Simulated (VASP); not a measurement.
# Pt (C2/c) in VASP: notebook, part 2 of 2

VASP 6.6.1. The steps go on from the part before.

## Step 3: Single point, PBE, collinear spin (16.03 Å³/atom)

This run uses another cell than the first one, of 16.03 Å³/atom.

The input, INCAR:

```
SYSTEM = Pt
PREC     = Accurate       ! precision mode
ENCUT    = 520            ! plane-wave cutoff, eV
EDIFF    = 1E-6           ! SCF threshold, eV
ISMEAR   = -1             ! smearing method
SIGMA    = 0.05           ! smearing width, eV
LREAL    = .FALSE.        ! projectors in reciprocal space
LASPH    = .TRUE.         ! aspherical terms in the spheres
NELM     = 150            ! most SCF steps
ALGO     = Normal         ! electronic algorithm
ISIF     = 2              ! what is computed and relaxed
LWAVE    = .FALSE.        ! write WAVECAR
LCHARG   = .FALSE.        ! write CHGCAR
ISPIN    = 2              ! spin polarisation
MAGMOM   = 1 1            ! initial moments
LORBIT   = 11             ! projections on sites
LMAXMIX  = 4              ! l up to which the mixer works
GGA      = PE             ! functional
NBANDS   = 21             ! bands
```

The input, KPOINTS:

```
Automatic mesh
0
G
  14 14 10
  0 0 0
```

The input, POSCAR:

```
Pt
1.0
   -2.1163272699      2.4681619322      1.3235201311
    2.4681619322     -2.1163272699      1.3235201311
    2.5519184155      2.5519184155     -0.6791343028
Pt
2
Direct
    0.0159283149      0.9840716851      1.0000000000
    0.7340716851      0.2659283149      0.5000000000
```

Potentials or basis: VASP PAW PBE potentials, release 64 (Pt).

Command:

```
cat potpaw_PBE.64/Pt/POTCAR > POTCAR
mpirun -np 1 vasp_std > vasp.out
```

OUTCAR:

```text
SYSTEM = Pt
   PREC = Accurate
   ENCUT = 520
   EDIFF = 1E-6
   ISMEAR = -1
   LREAL = .FALSE.
   LASPH = .TRUE.
   NELM = 150
   ISIF = 2
   ISPIN = 2
   LORBIT = 11
   GGA = PE

 ion  position               nearest neighbor table
   1  0.016  0.984  0.000-   2 2.59   2 2.59   2 2.68   2 2.68   2 2.68   2 2.68
   2  0.734  0.266  0.500-   1 2.59   1 2.59   1 2.68   1 2.68   1 2.68   1 2.68

  LATTYP: Found a base centered monoclinic cell.
 ALAT       =     2.6933988581
 B/A-ratio  =     2.4071617862
 C/A-ratio  =     1.3634451239
 COS(beta)  =    -0.0002011061

  Lattice vectors:

 A1 = (  -2.1163272699,   2.4681619322,   1.3235201311)
[... 1374 lines left out ...]
 -----------------------------------------------------------------------------
  energy-cutoff  :      520.00
  volume of cell :       32.06
      direct lattice vectors                 reciprocal lattice vectors
    -2.116327270  2.468161932  1.323520131    -0.060512014  0.157614795  0.364873889
     2.468161932 -2.116327270  1.323520131     0.157614795 -0.060512014  0.364873889
     2.551918415  2.551918415 -0.679134303     0.189237217  0.189237217 -0.050305402

 POSITION                                       TOTAL-FORCE (eV/Angst)
 -----------------------------------------------------------------------------------
      2.39514     -2.04330      1.32352         0.013088     -0.013088     -0.000000
      0.37878      2.52498      0.98395        -0.013088      0.013088      0.000000
 -----------------------------------------------------------------------------------
    total drift:                                0.000000      0.000000     -0.000000

  FREE ENERGIE OF THE ION-ELECTRON SYSTEM (eV)
  ---------------------------------------------------
  free  energy   TOTEN  =       -11.8744391077 eV

  energy  without entropy=      -11.8565110919  energy(sigma->0) =      -11.86547510

 total charge

# of ion       s       p       d       tot
------------------------------------------
    1        0.694   0.591   8.042   9.326
    2        0.694   0.591   8.042   9.326
--------------------------------------------------
tot          1.387   1.181  16.083  18.652

 magnetization (x)

# of ion       s       p       d       tot
------------------------------------------
    1       -0.000  -0.000   0.000   0.000
    2       -0.000  -0.000   0.000   0.000
--------------------------------------------------
tot         -0.000  -0.000   0.000   0.000
```

OSZICAR:

```text
N       E                     dE             d eps       ncg     rms          rms(c)
DAV:   1     0.108377881641E+03    0.10838E+03   -0.98401E+03 45104   0.901E+02
DAV:   2    -0.989011074804E+01   -0.11827E+03   -0.11111E+03 51432   0.219E+02
DAV:   3    -0.124518156440E+02   -0.25617E+01   -0.25408E+01 52821   0.314E+01
DAV:   4    -0.124679694795E+02   -0.16154E-01   -0.16152E-01 50786   0.274E+00
DAV:   5    -0.124681640887E+02   -0.19461E-03   -0.19461E-03 53031   0.310E-01    0.165E+01
DAV:   6    -0.119546168202E+02    0.51355E+00   -0.10338E+00 48996   0.766E+00    0.870E+00
DAV:   7    -0.118847507822E+02    0.69866E-01   -0.14575E-01 51679   0.284E+00    0.420E+00
DAV:   8    -0.118773338345E+02    0.74169E-02   -0.45299E-03 50039   0.436E-01    0.182E+00
DAV:   9    -0.118745194888E+02    0.28143E-02   -0.32320E-03 50959   0.398E-01    0.181E-01
DAV:  10    -0.118744608130E+02    0.58676E-04   -0.14810E-04 49683   0.909E-02    0.528E-02
DAV:  11    -0.118744361743E+02    0.24639E-04   -0.59615E-06 51847   0.187E-02    0.147E-02
DAV:  12    -0.118744387324E+02   -0.25581E-05   -0.17409E-06 44306   0.849E-03    0.102E-02
DAV:  13    -0.118744391077E+02   -0.37532E-06   -0.32132E-07 26308   0.366E-03
   1 F= -.11874439E+02 E0= -.11865475E+02  d E =-.179280E-01  mag=     0.0002
```

stdout:

```text
POSCAR found type information on POSCAR Pt
 POSCAR found :  1 types and       2 ions
 scaLAPACK will be used
 LDA part: xc-table for (Slater+PW92), standard interpolation
 POSCAR, INCAR and KPOINTS ok, starting setup
 FFT: planning ... GRIDC
 FFT: planning ... GRID_SOFT
 FFT: planning ... GRID
 WAVECAR not read
 entering main loop
```

It took 14 min on 1 thread of Oxide Virtual Turin-like, shared host; peak memory 0.52 GiB.

What came out:

* Free energy: -11.8744 eV
* Pressure: 9.4 GPa
* Largest force: 0.019 eV/Å
* Band gap on the k mesh: zero (filled and empty bands overlap)
* Net moment: 0.00 μB per cell
* Valence electrons inside the program's atomic spheres: Pt 9.33

Forces on the atoms (eV/Å):
```
Pt   0.013 -0.013  0.000
Pt  -0.013  0.013  0.000
```

Levels at points of the mesh, in eV from the Fermi level:
Spin up:
```tsv
k point	band 7	band 8	band 9	band 10	band 11	band 12	band 13	band 14
(0.00, 0.00, 0.00)	-1.95	-1.81	-0.94	-0.48	0.78	3.58	7.23	10.17
(0.50, 0.00, 0.00)	-2.07	-1.89	-1.16	0.38	1.96	3.50	6.25	11.04
(0.50, 0.50, 0.00)	-3.16	-2.29	-1.47	-0.56	-0.21	0.15	11.26	11.33
(0.00, 0.00, 0.50)	-2.64	-2.64	-2.16	-2.16	0.25	0.25	12.22	12.22
(0.50, 0.00, 0.50)	-2.01	-2.01	-0.36	-0.36	2.73	2.73	7.20	7.20
(0.50, 0.50, 0.50)	-1.87	-1.87	-0.99	-0.99	-0.88	-0.88	4.78	4.78
```
Spin down:
| k point | band 6 | band 7 | band 8 | band 9 | band 10 | band 11 | band 12 | band 13 | band 14 | band 15 |
| --- | --- | --- | --- | --- | --- | --- | --- | --- | --- | --- |
| (0.00, 0.00, 0.00) | -2.31 | -1.95 | -1.81 | -0.94 | -0.48 | 0.78 | 3.58 | 7.23 | 10.17 | 16.04 |
| (0.50, 0.00, 0.00) | -2.17 | -2.07 | -1.89 | -1.16 | 0.38 | 1.96 | 3.50 | 6.25 | 11.04 | 12.35 |
| (0.50, 0.50, 0.00) | -3.36 | -3.16 | -2.29 | -1.47 | -0.56 | -0.21 | 0.15 | 11.26 | 11.33 | 12.30 |
| (0.00, 0.00, 0.50) | -3.42 | -2.64 | -2.64 | -2.16 | -2.16 | 0.25 | 0.25 | 12.22 | 12.22 | 15.32 |
| (0.50, 0.00, 0.50) | -2.83 | -2.01 | -2.01 | -0.36 | -0.36 | 2.73 | 2.73 | 7.20 | 7.20 | 11.04 |
| (0.50, 0.50, 0.50) | -2.21 | -1.87 | -1.87 | -0.99 | -0.99 | -0.88 | -0.88 | 4.78 | 4.78 | 17.28 |

Caveat: the cell stands under pressure; spin-orbit coupling is left out, which moves the levels of the heavy elements.
